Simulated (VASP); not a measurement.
# SnRu4 (P4/mmm) in VASP: single point with PBE

Aim: the single point of SnRu4 with PBE.

Program: VASP 6.6.1. These are calculated values, not measurements. Logs are shortened: lines on timing, memory, paths and dates and some standing lists are left out, and cuts for length are marked.

## Step 1: The cell of the first run

Symmetry: P4/mmm, No. 123, tetragonal system. Conventional cell: a = 6.163 Å, b = 6.163 Å, c = 2.676 Å, α = 90.00°, β = 90.00°, γ = 90.00°. Within 3.5 Å of Sn (site symmetry 4/mmm) lie 2 Sn at 2.68 Å and 4 Ru at 2.73 Å. Within 3.0 Å of Ru (site symmetry m2m) lie 4 Ru at 2.31 to 2.68 Å and 1 Sn at 2.73 Å.

## Step 2: Single point, PBE

POSCAR reads:

```
SnRu4
1.0
    6.1628853831      0.0000000000      0.0000000000
    0.0000000000      6.1628853831      0.0000000000
    0.0000000000      0.0000000000      2.6755998683
Sn Ru
1 4
Direct
    0.5000000000      0.5000000000      0.5000000000
    0.1870254598      0.1870254598      0.5000000000
    0.8129745402      0.8129745402      0.5000000000
    0.1870254598      0.8129745402      0.5000000000
    0.8129745402      0.1870254598      0.5000000000
```

INCAR.step1 reads:

```
ALGO = Normal ; EDIFF = 1E-6
ENCUT = 400 ; GGA = PE
GGA_COMPAT = F ; ISIF = 2
ISMEAR = 0 ; LASPH = T
LCHARG = T ; LMAXMIX = 4
LORBIT = 11 ; LREAL = F
LWAVE = F ; NBANDS = 43
NEDOS = 2001 ; NELM = 120
PREC = Accurate ; SIGMA = 0.1
```

KPOINTS.step1 reads:

```
k-points
0
Gamma
  6 6 14
```

INCAR.step2 reads:

```
ALGO = Normal ; EDIFF = 1E-6
ENCUT = 400 ; GGA = PE
GGA_COMPAT = F ; ICHARG = 11
ISIF = 2 ; ISMEAR = -5
LASPH = T ; LCHARG = F
LMAXMIX = 4 ; LORBIT = 11
LREAL = F ; LWAVE = F
NEDOS = 1001 ; NELM = 120
PREC = Accurate ; SIGMA = 0.1
```

KPOINTS.step2 reads:

```
k-points
0
Gamma
  9 9 21
```

Potentials or basis: VASP PAW PBE potentials, release 64 (Sn_d, Ru_pv).

Launch:

```sh
$ cat potpaw_PBE.64/Sn_d/POTCAR potpaw_PBE.64/Ru_pv/POTCAR > POTCAR
$ cp INCAR.step1 INCAR
$ cp KPOINTS.step1 KPOINTS
$ mpirun -np 1 vasp_std > vasp.out
$ cp INCAR.step2 INCAR
$ cp KPOINTS.step2 KPOINTS
$ mpirun -np 1 vasp_std > vasp.out
```

OUTCAR:

```text
EDIFF = 1E-6
   ENCUT = 400
   GGA = PE
   ICHARG = 11
   ISIF = 2
   ISMEAR = -5
   LASPH = T
   LORBIT = 11
   LREAL = F
   NELM = 120
   PREC = Accurate

 ion  position               nearest neighbor table
   1  0.500  0.500  0.500-   2 2.73   3 2.73   4 2.73   5 2.73
   2  0.187  0.187  0.500-   4 2.31   5 2.31   1 2.73   3 3.26
   3  0.813  0.813  0.500-   4 2.31   5 2.31   1 2.73   2 3.26
   4  0.187  0.813  0.500-   2 2.31   3 2.31   1 2.73   5 3.26
   5  0.813  0.187  0.500-   2 2.31   3 2.31   1 2.73   4 3.26

  LATTYP: Found a simple tetragonal cell.
 ALAT       =     6.1628853831
 C/A-ratio  =     0.4341472706

  Lattice vectors:

 A1 = (   6.1628853831,   0.0000000000,   0.0000000000)
 A2 = (   0.0000000000,   6.1628853831,   0.0000000000)
 A3 = (   0.0000000000,   0.0000000000,   2.6755998683)

Analysis of symmetry for initial positions (statically):
=====================================================================
 Subroutine PRICEL returns:
 Original cell was already a primitive cell.

 Routine SETGRP: Setting up the symmetry group for a
 simple tetragonal supercell.

 Subroutine GETGRP returns: Found 16 space group operations
 (whereof 16 operations were pure point group operations)
 out of a pool of 16 trial point group operations.

The static configuration has the point symmetry D_4h.

Analysis of symmetry for dynamics (positions and initial velocities):
=====================================================================
 Subroutine PRICEL returns:
 Original cell was already a primitive cell.

 Routine SETGRP: Setting up the symmetry group for a
 simple tetragonal supercell.

 Subroutine GETGRP returns: Found 16 space group operations
 (whereof 16 operations were pure point group operations)
 out of a pool of 16 trial point group operations.

The dynamic configuration has the point symmetry D_4h.

 Subroutine INISYM returns: Found 16 space group operations
 (whereof 16 operations are pure point group operations),
 and found     1 'primitive' translations

----------------------------------------------------------------------------------------

                                     Primitive cell

  volume of cell :     101.6224

  direct lattice vectors                    reciprocal lattice vectors
     6.162885383  0.000000000  0.000000000     0.162261658  0.000000000  0.000000000
     0.000000000  6.162885383  0.000000000     0.000000000  0.162261658  0.000000000
     0.000000000  0.000000000  2.675599868     0.000000000  0.000000000  0.373747963

  length of vectors
     6.162885383  6.162885383  2.675599868     0.162261658  0.162261658  0.373747963

  position of ions in fractional coordinates (direct lattice)
     0.500000000  0.500000000  0.500000000
     0.187025460  0.187025460  0.500000000
     0.812974540  0.812974540  0.500000000
     0.187025460  0.812974540  0.500000000
     0.812974540  0.187025460  0.500000000

  ion indices of the primitive-cell ions
   primitive index   ion index
                 1           1
                 2           2
                 3           3
                 4           4
                 5           5

----------------------------------------------------------------------------------------

 KPOINTS: k-points

Automatic generation of k-mesh.
 Grid dimensions read from file:
 generate k-points for:    9    9   21

 Generating k-lattice:

  Cartesian coordinates                     Fractional coordinates (reciprocal lattice)
     0.018029073  0.000000000  0.000000000     0.111111111  0.000000000  0.000000000
     0.000000000  0.018029073  0.000000000     0.000000000  0.111111111  0.000000000
     0.000000000  0.000000000  0.017797522     0.000000000  0.000000000  0.047619048

  Length of vectors
     0.018029073  0.018029073  0.017797522

  Shift w.r.t. Gamma in fractional coordinates (k-lattice)
     0.000000000  0.000000000  0.000000000

 TETIRR: Found   2521 inequivalent tetrahedra from    10206

 Subroutine IBZKPT returns following result:
 ===========================================

 Found    165 irreducible k-points:

 Following reciprocal coordinates:
            Coordinates               Weight
  0.000000  0.000000  0.000000      1.000000
  0.111111  0.000000  0.000000      4.000000
  0.222222  0.000000  0.000000      4.000000
  0.333333  0.000000  0.000000      4.000000
  0.444444  0.000000  0.000000      4.000000
  0.111111  0.111111  0.000000      4.000000
[... 16 lines left out ...]
  0.333333  0.111111  0.047619     16.000000
  0.444444  0.111111  0.047619     16.000000
 [... further k-points ...]
   k-points           NKPTS =    165   k-points in BZ     NKDIM =    165   number of bands    NBANDS=     42
   number of dos      NEDOS =   1001   number of ions     NIONS =      5
   total plane-waves  NPLWV =  28800
   dimension x,y,z NGX =    40 NGY =   40 NGZ =   18
   dimension x,y,z NGXF=    80 NGYF=   80 NGZF=   36
   ions per type =               1   4
   NGX,Y,Z   is equivalent  to a cutoff of  10.79, 10.79, 11.18 a.u.
   NGXF,Y,Z  is equivalent  to a cutoff of  21.58, 21.58, 22.37 a.u.
 SYSTEM =  unknown system
   PREC   = accura    normal or accurate (medium, high low for compatibility)
   ISTART =      0    job   : 0-new  1-cont  2-samecut
   ICHARG =     11    charge: 1-file 2-atom 10-const
   ISPIN  =      1    spin polarized calculation?
   LNONCOLLINEAR =      F non collinear calculations
   LSORBIT =      F    spin-orbit coupling
   LASPH  =      T    aspherical Exc in radial PAW
   ENCUT  =  400.0 eV  29.40 Ry    5.42 a.u.  10.05 10.05  4.36*2*pi/ulx,y,z
   NELM   =    120;   NELMIN=  2; NELMDL=  0     # of ELM steps
   EDIFF  = 0.1E-05   stopping-criterion for ELM
   LREAL  =      F    real-space projection
   EDIFFG = 0.1E-04   stopping-criterion for IOM
   NSW    =      0    number of steps for IOM
   IBRION =     -1    ionic relax: 0-MD 1-quasi-New 2-CG
   NFREE  =      0    steps in history (QN), initial steepest desc. (CG)
   ISIF   =      2    stress and relaxation
   ISYM   =      2    0-nonsym 1-usesym 2-fastsym
   POTIM  = 0.5000    time-step for ionic-motion
   TEBEG  =    0.0;   TEEND  =   0.0 temperature during run
   PSTRESS=    0.0 pullay stress
   NELECT =      70.0000    total number of electrons
   NUPDOWN=      -1.0000    fix difference up-down
   EMIN   =  10.00;   EMAX   =-10.00  energy-range for DOS
   EFERMI =   0.00;   METHOD = LEGACY
   ISMEAR =    -5;   SIGMA  =   0.10  broadening in eV -4-tet -1-fermi 0-gaus
   EFERMI_NEDOS =   21; number of points for ismear=-14 and -15
   IALGO  =     38    algorithm
   IMIX   =      4    mixing-type and parameters
     AMIX     =   0.40;   BMIX     =  1.00
     AMIX_MAG =   1.60;   BMIX_MAG =  1.00
  volume/ion in A,a.u.               =      20.32       137.16
  Fermi-wavevector in a.u.,A,eV,Ry     =   1.445809  2.732184 28.441142  2.090365
  Thomas-Fermi vector in A             =   2.563949
   LORBIT       =     11    0 simple, 1 ext, 2 COOP (PROOUT), +10 PAW based schemes
   GGA     = PE    functional components
   LHFCALC =     F    Hartree Fock is set to
   AEXX    =    0.0000 exact exchange contribution
   IVDW    =     0    specifies the selected vdW correction
   LEPSILON=     F    determine dielectric tensor
   LRPA    =     F    only Hartree local field effects (RPA)
 non-spin polarized calculation
 Fermi weights with tetrahedron method with Bloechl corrections
  energy-cutoff  :      400.00
  volume of cell :      101.62
 maximum number of plane-waves:      1870

 number of electron      70.0000044 magnetization

 Free energy of the ion-electron system (eV)
  ---------------------------------------------------
  ext. energy  EPLUGINS =         0.00000000
  ---------------------------------------------------
  free energy    TOTEN  =       -35.70042440 eV

  energy without entropy =      -35.70042440  energy(sigma->0) =      -35.70042440

 E-fermi :   7.9636     XC(G=0): -11.4114

 val. band max:        8.0693683202   @ k =   0.0000   0.0000   0.0476
 cond. band min:       7.8675753769   @ k =   0.3333   0.3333   0.4762
 fundamental gap:     -0.2017929433
 Fermi energy:         7.9636151131

 k-point     1 :       0.0000    0.0000    0.0000
  band No.  band energies     occupation
      1     -35.4341      2.00000
      2     -35.3322      2.00000
      3     -35.2408      2.00000
      4     -35.2408      2.00000
      5     -34.4574      2.00000
      6     -34.3413      2.00000
[... 34 lines left out ...]
     41       9.4630      0.00000
     42       9.6831      0.00000

 k-point     2 :       0.1111    0.0000    0.0000
  band No.  band energies     occupation
      1     -35.4337      2.00000
      2     -35.3319      2.00000
      3     -35.2408      2.00000
      4     -35.2404      2.00000
      5     -34.4574      2.00000
      6     -34.3412      2.00000
[... 34 lines left out ...]
     41       9.4601      0.00000
     42       9.6370      0.00000

 k-point     3 :       0.2222    0.0000    0.0000
  band No.  band energies     occupation
      1     -35.4328      2.00000
      2     -35.3312      2.00000
      3     -35.2414      2.00000
      4     -35.2396      2.00000
      5     -34.4573      2.00000
      6     -34.3413      2.00000
[... 34 lines left out ...]
     41       9.4532      0.00000
     42       9.6193      0.00000

 k-point     4 :       0.3333    0.0000    0.0000
  band No.  band energies     occupation
      1     -35.4316      2.00000
      2     -35.3303      2.00000
      3     -35.2417      2.00000
      4     -35.2386      2.00000
      5     -34.4573      2.00000
      6     -34.3413      2.00000
[... 844 lines left out ...]
     41       9.4330      0.00000
     42       9.9357      0.00000

 k-point    23 :       0.3333    0.1111    0.0476
  band No.  band energies     occupation
      1     -35.4298      2.00000
      2     -35.3286      2.00000
      3     -35.2398      2.00000
      4     -35.2372      2.00000
      5     -34.4705      2.00000
      6     -34.3542      2.00000
[... 34 lines left out ...]
     41       9.4724      0.00000
     42       9.8738      0.00000

 k-point    24 :       0.4444    0.1111    0.0476
  band No.  band energies     occupation
      1     -35.4292      2.00000
      2     -35.3281      2.00000
      3     -35.2401      2.00000
      4     -35.2366      2.00000
      5     -34.4703      2.00000
      6     -34.3543      2.00000
[... 34 lines left out ...]
     41       9.4048      0.00000
     42      10.2149      0.00000

 [... further k-points ...]

------------------------ aborting loop because EDIFF is reached ----------------------------------------

  FORCE on cell =-STRESS in cart. coord.  units (eV):
  Direction    XX          YY          ZZ          XY          YZ          ZX
  --------------------------------------------------------------------------------------
  -------------------------------------------------------------------------------------
  Total        0.1263063      0.1263063     -0.9062257      0.0000000      0.0000000      0.0000000
  in kB        1.9913444      1.9913444    -14.2875442      0.0000000      0.0000000      0.0000000
  external PRESSURE =      -3.4349518 kB  Pullay stress =       0.0000000 kB

 VOLUME and BASIS-vectors are now :
 -----------------------------------------------------------------------------
  energy-cutoff  :      400.00
  volume of cell :      101.62
      direct lattice vectors                 reciprocal lattice vectors
     6.162885383  0.000000000  0.000000000     0.162261658  0.000000000  0.000000000
     0.000000000  6.162885383  0.000000000     0.000000000  0.162261658  0.000000000
     0.000000000  0.000000000  2.675599868     0.000000000  0.000000000  0.373747963

 POSITION                                       TOTAL-FORCE (eV/Angst)
 -----------------------------------------------------------------------------------
      3.08144      3.08144      1.33780        -0.000000     -0.000000      0.000000
      1.15262      1.15262      1.33780         0.024314      0.024314      0.000000
      5.01027      5.01027      1.33780        -0.024314     -0.024314     -0.000000
      1.15262      5.01027      1.33780         0.024314     -0.024314      0.000000
      5.01027      1.15262      1.33780        -0.024314      0.024314     -0.000000
 -----------------------------------------------------------------------------------
    total drift:                                0.000000      0.000000     -0.000000

  FREE ENERGIE OF THE ION-ELECTRON SYSTEM (eV)
  ---------------------------------------------------
  free  energy   TOTEN  =       -35.7004243980 eV

  energy  without entropy=      -35.7004243980  energy(sigma->0) =      -35.70042440

 total charge

# of ion       s       p       d       tot
------------------------------------------
    1        1.204   1.265  10.029  12.498
    2        0.403   6.183   6.079  12.665
    3        0.403   6.183   6.079  12.665
    4        0.403   6.183   6.079  12.665
    5        0.403   6.183   6.079  12.665
--------------------------------------------------
tot          2.815  25.996  34.347  63.157
```

Wall time 4.6 min (1 thread of Oxide Virtual Turin-like, shared host); peak memory 0.41 GiB.

Results:

```
Valence electrons inside the program's atomic spheres : Sn 12.50; Ru 12.66
```

Caveat: spin-orbit coupling is left out, which moves the levels of the heavy elements.
